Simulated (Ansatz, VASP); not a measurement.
**Two plane-wave programs on FeSb**

The input INCAR:

```
PREC = Accurate ; ENCUT = 690
EDIFF = 1E-6 ; ISMEAR = -1
SIGMA = 0.1 ; LREAL = F
LASPH = T ; NELM = 200
ALGO = Normal ; ISIF = 2
LWAVE = F ; LCHARG = F
ISPIN = 2 ; MAGMOM = 3 3 0 0
LORBIT = 11 ; LMAXMIX = 4
NBANDS = 43 ; GGA_COMPAT = F
```

The input KPOINTS:

```
regular mesh
0
Gamma
  8 8 6
```

File POSCAR:

```
FeSb
1.0
    4.3143937909      0.0000000000      0.0000000000
   -2.1571968954      3.7363746249      0.0000000000
    0.0000000000      0.0000000000      5.4514384599
Fe Sb
2 2
Direct
    0.0000000000      0.0000000000      0.0000000000
    0.0000000000      0.0000000000      0.5000000000
    0.3333333333      0.6666666667      0.2500000000
    0.6666666667      0.3333333333      0.7500000000
```

Input for Ansatz:

```yaml
crystal:
  lattice:
    - [4.3143937909, 0.0, 0.0]
    - [-2.1571968954, 3.7363746249, 0.0]
    - [0.0, 0.0, 5.4514384599]
  atoms:
    - { symbol: Fe, position: [0.0, 0.0, 0.0], spin: 3.0 }
    - { symbol: Fe, position: [0.0, 0.0, 0.5], spin: 3.0 }
    - { symbol: Sb, position: [0.3333333333, 0.6666666667, 0.25] }
    - { symbol: Sb, position: [0.6666666667, 0.3333333333, 0.75] }
magnetization:
  spin_polarized: true
kpoints:
  mp_grid: { grid: [8, 8, 6] }
scf:
  occupations: { method: fermi_dirac, width: 0.1 }
  lower_state_search: "off"
hamiltonian:
  xc: lda
  pseudopotentials: { kind: paw }
output:
  forces: true
  stress: true
  eigenvalues: true
  populations: true
```

Change from the starting cell: volume scaled by 1.2, PAW files.

Alike in both runs: task single point; functional LDA; k mesh 8 × 8 × 6; occupations fermi-dirac, width 0.1 eV; collinear spin.

```csv
,VASP,Ansatz
version,VASP 6.6.1,Ansatz 0.2.0
potentials or method,"VASP PAW LDA potentials, release 64 (Fe_sv, Sb_d_GW)","PAW with Ansatz's default frozen-core files, scalar-relativistic"
plane-wave cutoff (eV),690,420
valence electrons in the cell,62,62
```

VASP gave:

* pressure (GPa): -18.0
* traceless stress, the component that is largest in VASP (GPa): -0.83
* net moment per atom (μB): 1.15
* size of the moment on the site where the two differ most (μB): 2.25

Q: Estimate Ansatz's values.

A: Pressure (GPa): -17.0; traceless stress, the component that is largest in VASP (GPa): -0.88; net moment per atom (μB): 1.20; size of the moment on the site where the two differ most (μB): 2.48.

LDA's correlation is that of Perdew and Zunger in VASP and of Perdew and Wang (1992) in Ansatz. Site moments also hang on the region over which each program counts them.

Spin-orbit coupling is off throughout.
